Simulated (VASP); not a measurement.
# KBr (P6_3/mmc) in VASP: settings compared

KBr is run at these levels: PBE, PBEsol; tasks: dielectric tensor, vibrations by perturbation theory.

All numbers are computed with VASP 6.6.1; they aren't measurements. Logs are shortened: lines on timing, memory, paths and dates and some standing lists are left out, and cuts for length are marked.

## Step 1: The cell of the first run

It takes space group P6_3/mmc (No. 194, hexagonal). Conventional cell: a = 4.559 Å, b = 4.559 Å, c = 8.020 Å, α = 90.00°, β = 90.00°, γ = 120.00°. K (site symmetry -3m) has 6 Br at 3.31 Å and 8 K at 4.01 to 4.56 Å within 4.6 Å. Br (site symmetry -6m2) has 6 K at 3.31 Å and 6 Br at 4.56 Å within 4.6 Å.

## Step 2: Dielectric tensor, PBE

Contents of INCAR:

```
ALGO = Normal
EDIFF = 1E-8
ENCUT = 520
GGA = PE
ISIF = 2
ISMEAR = 0
LASPH = T
LCHARG = F
LEPSILON = T
LREAL = F
LWAVE = F
NELM = 60
PREC = Accurate
SIGMA = 0.01
```

Contents of KPOINTS:

```
k-points
0
Gamma
  6 6 4
```

Contents of POSCAR:

```
KBr
1.0
    4.5593000710      0.0000000000      0.0000000000
   -2.2796500355      3.9484696849      0.0000000000
    0.0000000000      0.0000000000      8.0200670366
K Br
2 2
Direct
    0.0000000000      0.0000000000      0.0000000000
    0.0000000000      0.0000000000      0.5000000000
    0.3333333333      0.6666666667      0.2500000000
    0.6666666667      0.3333333333      0.7500000000
```

Potentials or basis: VASP PAW PBE potentials, release 64 (K_sv, Br).

Launch:

```console
$ cat potpaw_PBE.64/K_sv/POTCAR potpaw_PBE.64/Br/POTCAR > POTCAR
$ mpirun -np 1 vasp_std > vasp.out
```

OUTCAR:

```text
EDIFF = 1E-8
   ENCUT = 520
   GGA = PE
   ISIF = 2
   ISMEAR = 0
   LASPH = T
   LEPSILON = T
   LREAL = F
   NELM = 60
   PREC = Accurate

 ion  position               nearest neighbor table
   1  0.000  0.000  0.000-
   2  0.000  0.000  0.500-
   3  0.333  0.667  0.250-
   4  0.667  0.333  0.750-

  LATTYP: Found a hexagonal cell.
 ALAT       =     4.5593000710
 C/A-ratio  =     1.7590566341

  Lattice vectors:

 A1 = (   4.5593000710,   0.0000000000,   0.0000000000)
 A2 = (  -2.2796500355,   3.9484696849,   0.0000000000)
 A3 = (   0.0000000000,   0.0000000000,   8.0200670366)

Analysis of symmetry for initial positions (statically):
=====================================================================
 Subroutine PRICEL returns:
 Original cell was already a primitive cell.

 Routine SETGRP: Setting up the symmetry group for a
 hexagonal supercell.

 Subroutine GETGRP returns: Found 24 space group operations
 (whereof 12 operations were pure point group operations)
 out of a pool of 24 trial point group operations.

The static configuration has the point symmetry D_3d.
 The point group associated with its full space group is D_6h.

Analysis of symmetry for dynamics (positions and initial velocities):
=====================================================================
 Subroutine PRICEL returns:
 Original cell was already a primitive cell.

 Routine SETGRP: Setting up the symmetry group for a
 hexagonal supercell.

 Subroutine GETGRP returns: Found 24 space group operations
 (whereof 12 operations were pure point group operations)
 out of a pool of 24 trial point group operations.

The dynamic configuration has the point symmetry D_3d.
 The point group associated with its full space group is D_6h.

 Subroutine INISYM returns: Found 24 space group operations
 (whereof 12 operations are pure point group operations),
 and found     1 'primitive' translations

----------------------------------------------------------------------------------------

                                     Primitive cell

[... 642 lines left out ...]
      0.00000      0.00000      0.00000        -0.000000      0.000000      0.000000
      0.00000      0.00000      4.01003        -0.000000      0.000000      0.000000
     -0.00000      2.63231      2.00502         0.000000      0.000000     -0.000000
      2.27965      1.31616      6.01505        -0.000000      0.000000      0.000000
 -----------------------------------------------------------------------------------
    total drift:                               -0.000000      0.000000     -0.000000

  FREE ENERGIE OF THE ION-ELECTRON SYSTEM (eV)
  ---------------------------------------------------
  free  energy   TOTEN  =       -12.3333259899 eV

  energy  without entropy=      -12.3333259899  energy(sigma->0) =      -12.33332599

 HEAD OF MICROSCOPIC STATIC DIELECTRIC TENSOR (INDEPENDENT PARTICLE, excluding Hartree and local field effects)
 ------------------------------------------------------
           2.807383     0.000000     0.000000
           0.000000     2.807383     0.000000
           0.000000     0.000000     2.846918
 ------------------------------------------------------

 Free energy of the ion-electron system (eV)
  ---------------------------------------------------
  ---------------------------------------------------
  free energy    TOTEN  =        -0.70994665 eV

  energy without entropy =       -0.70994665

------------------------ aborting loop because EDIFF is reached ----------------------------------------

--------------------------------------- Ionic step        2  -------------------------------------------

------------------------ aborting loop because EDIFF is reached ----------------------------------------

--------------------------------------- Ionic step        3  -------------------------------------------

 Free energy of the ion-electron system (eV)
  ---------------------------------------------------
  ---------------------------------------------------
  free energy    TOTEN  =        -0.72397079 eV

  energy without entropy =       -0.72397079

------------------------ aborting loop because EDIFF is reached ----------------------------------------

 PIEZOELECTRIC TENSOR FIELD DIRECTION 3  (e Angst)
 -----------------------------------------------------------------------------
     0.00002  0.00000  0.00000           ( -0.00000  0.00000  0.00000)
    -0.00000  0.00002 -0.00000           ( -0.00000 -0.00000  0.00000)
    -0.00000 -0.00000 -0.00002           (  0.00000  0.00000  0.00000)

 PIEZOELECTRIC TENSOR FIELD DIRECTION 3  (C/m^2)
 -----------------------------------------------------------------------------
     0.00000  0.00000  0.00000
    -0.00000  0.00000 -0.00000
    -0.00000 -0.00000 -0.00000

 MACROSCOPIC STATIC DIELECTRIC TENSOR (including local field effects in DFT)
 ------------------------------------------------------
           2.542281    -0.000000     0.000000
          -0.000000     2.542281    -0.000000
           0.000000    -0.000000     2.567514
 ------------------------------------------------------

 PIEZOELECTRIC TENSOR (including local field effects)  for field in x, y, z        (e  Angst)
          XX          YY          ZZ          XY          YZ          ZX
  --------------------------------------------------------------------------------
  x     0.00000     0.00000     0.00000     0.00000     0.00000     0.00000
  y     0.00000     0.00000     0.00000     0.00000     0.00000     0.00000
  z     0.00000     0.00000     0.00000     0.00000     0.00000     0.00000

 PIEZOELECTRIC TENSOR (including local field effects)  for field in x, y, z        (C/m^2)
          XX          YY          ZZ          XY          YZ          ZX
  --------------------------------------------------------------------------------
  x     0.00000     0.00000     0.00000     0.00000     0.00000     0.00000
  y     0.00000     0.00000     0.00000     0.00000     0.00000     0.00000
  z     0.00000     0.00000     0.00000     0.00000     0.00000     0.00000

 BORN EFFECTIVE CHARGES (including local field effects) (in |e|, cummulative output)
 ---------------------------------------------------------------------------------
 ion    1
    1     1.10915     0.00000     0.00000
    2     0.00000     1.10915     0.00000
    3     0.00000     0.00000     1.17070
 ion    2
    1     1.10915     0.00000     0.00000
    2     0.00000     1.10915    -0.00000
    3    -0.00000    -0.00000     1.17070
 ion    3
    1    -1.10915     0.00000     0.00000
    2     0.00000    -1.10915     0.00000
    3     0.00000     0.00000    -1.17070
 ion    4
    1    -1.10915     0.00000     0.00000
    2     0.00000    -1.10915     0.00000
    3     0.00000     0.00000    -1.17070
```

Wall time 9.6 min (1 thread of Intel Xeon 6975P-C (Granite Rapids), shared host); peak memory 0.51 GiB.

What came out:

```
Band gap on the k mesh                  : 4.35 eV
Electronic dielectric tensor (diagonal) : 2.54, 2.54, 2.57
Born charges (mean of the diagonal)     : K +1.13; Br -1.13 e
```

Electronic dielectric tensor:
```
2.54 0.00 0.00
0.00 2.54 0.00
0.00 0.00 2.57
```

Born effective charge tensors (e):
atom 1, K
```
1.11 0.00 0.00
0.00 1.11 0.00
0.00 0.00 1.17
```
atom 2, K
```
1.11 0.00 0.00
0.00 1.11 0.00
0.00 0.00 1.17
```
atom 3, Br
```
-1.11  0.00  0.00
 0.00 -1.11  0.00
 0.00  0.00 -1.17
```
atom 4, Br
```
-1.11  0.00  0.00
 0.00 -1.11  0.00
 0.00  0.00 -1.17
```

## Step 3: Vibrations by perturbation theory, PBEsol

This run uses another cell than the first one, of 35.23 Å³/atom.

Contents of INCAR:

```
PREC = Accurate
ENCUT = 520
EDIFF = 1E-8
ISMEAR = 0
SIGMA = 0.01
LREAL = F
LASPH = T
NELM = 80
ALGO = Normal
ISIF = 2
LWAVE = F
LCHARG = T
GGA = PS
IBRION = 8
NSW = 1
LEPSILON = T
```

Contents of KPOINTS:

```
Automatic mesh
0
Gamma
  6 6 4
```

Contents of POSCAR:

```
KBr
1.0
    4.5193711453      0.0000000000      0.0000000000
   -2.2596855727      3.9138902209      0.0000000000
    0.0000000000      0.0000000000      7.9673343302
K Br
2 2
Direct
    0.0000000000      0.0000000000      0.0000000000
    0.0000000000      0.0000000000      0.5000000000
    0.3333333333      0.6666666667      0.2500000000
    0.6666666667      0.3333333333      0.7500000000
```

Potentials or basis: VASP PAW PBE potentials, release 64 (K_sv, Br).

Launch:

```console
$ cat potpaw_PBE.64/K_sv/POTCAR potpaw_PBE.64/Br/POTCAR > POTCAR
$ mpirun -np 1 vasp_std > vasp.out
```

OUTCAR:

```text
PREC = Accurate
   ENCUT = 520
   EDIFF = 1E-8
   ISMEAR = 0
   LREAL = F
   LASPH = T
   NELM = 80
   ISIF = 2
   GGA = PS
   IBRION = 8
   NSW = 1
   LEPSILON = T

 ion  position               nearest neighbor table
   1  0.000  0.000  0.000-   3 3.28   4 3.28   3 3.28   4 3.28   4 3.28   3 3.28
   2  0.000  0.000  0.500-   3 3.28   4 3.28   3 3.28   4 3.28   4 3.28   3 3.28
   3  0.333  0.667  0.250-   1 3.28   2 3.28   1 3.28   2 3.28   1 3.28   2 3.28
[... 911 lines left out ...]
      0.000000  0.000000  0.000000    -0.000000   -0.000000    0.404345
      0.000000  0.000000  3.983667    -0.000000   -0.000000    0.404345
     -0.000000  2.609260  1.991834    -0.000000   -0.000000    0.580091
      2.259686  1.304630  5.975501    -0.000000   -0.000000    0.580091

--------------------------------------------------------------------------------------------------------

 MACROSCOPIC STATIC DIELECTRIC TENSOR IONIC CONTRIBUTION
 ------------------------------------------------------
           2.769606    -0.000000     0.000000
          -0.000000     2.769606     0.000000
           0.000000     0.000000     2.700544
 ------------------------------------------------------

 ELASTIC MODULI CONTR FROM IONIC RELAXATION (kBar)
 Direction    XX          YY          ZZ          XY          YZ          ZX
 --------------------------------------------------------------------------------
 XX         -30.6046     30.6046      0.0000      0.0000      0.0000      0.0000
 YY          30.6046    -30.6046      0.0000      0.0000     -0.0000     -0.0000
 ZZ           0.0000      0.0000     -0.0000     -0.0000     -0.0000     -0.0000
 XY           0.0000      0.0000     -0.0000    -30.6046     -0.0000     -0.0000
 YZ           0.0000     -0.0000     -0.0000     -0.0000     -0.0000     -0.0000
 ZX           0.0000     -0.0000     -0.0000     -0.0000     -0.0000     -0.0000
 --------------------------------------------------------------------------------

 PIEZOELECTRIC TENSOR IONIC CONTR  for field in x, y, z        (C/m^2)
          XX          YY          ZZ          XY          YZ          ZX
  --------------------------------------------------------------------------------
  x    -0.00000     0.00000     0.00000     0.00000     0.00000     0.00000
  y    -0.00000     0.00000    -0.00000    -0.00000    -0.00000    -0.00000
  z     0.00000    -0.00000     0.00000     0.00000     0.00000     0.00000
```

OSZICAR:

```text
N       E                     dE             d eps       ncg     rms          rms(c)
DAV:   1     0.234096467611E+03    0.23410E+03   -0.13992E+04   840   0.139E+03
DAV:   2     0.387059370080E+01   -0.23023E+03   -0.22117E+03  1116   0.330E+02
DAV:   3    -0.127891694260E+02   -0.16660E+02   -0.16615E+02  1348   0.788E+01
DAV:   4    -0.131452364863E+02   -0.35607E+00   -0.35510E+00  1140   0.117E+01
[... 303 lines left out ...]
RMM:  14    -0.161343898700E+00   -0.78551E-08    0.23081E-07  2405   0.498E-05    0.388E-06
RMM:  15    -0.161343909216E+00   -0.10516E-07    0.83253E-08  2400   0.390E-05    0.330E-06
RMM:  16    -0.161343918048E+00   -0.88324E-08    0.12244E-07  2237   0.344E-05    0.143E-06
RMM:  17    -0.161343919307E+00   -0.12591E-08    0.65747E-08  1969   0.320E-05    0.281E-07
 Linear response finished
```

It took 16 min on 1 thread of Intel Xeon 6975P-C (Granite Rapids), shared host; peak memory 0.62 GiB.

Results:

| Quantity | Value |
| --- | --- |
| Electronic dielectric tensor (diagonal) | 2.61, 2.61, 2.63 |
| Born charges (mean of the diagonal) | K +1.13; Br -1.13 e |
| Highest phonon frequency at Γ, LO-TO splitting left out | 155 cm⁻¹ |

Phonon frequencies in cm⁻¹ (negative: imaginary):
| q point | frequencies |
| --- | --- |
| (0.000, 0.000, 0.000) | 0 0 0 66 66 85 85 93 108 108 116 155 |

Electronic dielectric tensor:
```
2.61 0.00 0.00
0.00 2.61 0.00
0.00 0.00 2.63
```

Born effective charge tensors (e):
atom 1, K
```
1.11 0.00 0.00
0.00 1.11 0.00
0.00 0.00 1.17
```
atom 2, K
```
1.11 0.00 0.00
0.00 1.11 0.00
0.00 0.00 1.17
```
atom 3, Br
```
-1.11  0.00  0.00
 0.00 -1.11  0.00
 0.00  0.00 -1.17
```
atom 4, Br
```
-1.11  0.00  0.00
 0.00 -1.11  0.00
 0.00  0.00 -1.17
```

Caveat: the PAW data sets were made with another functional, which shifts forces and pressure a little.
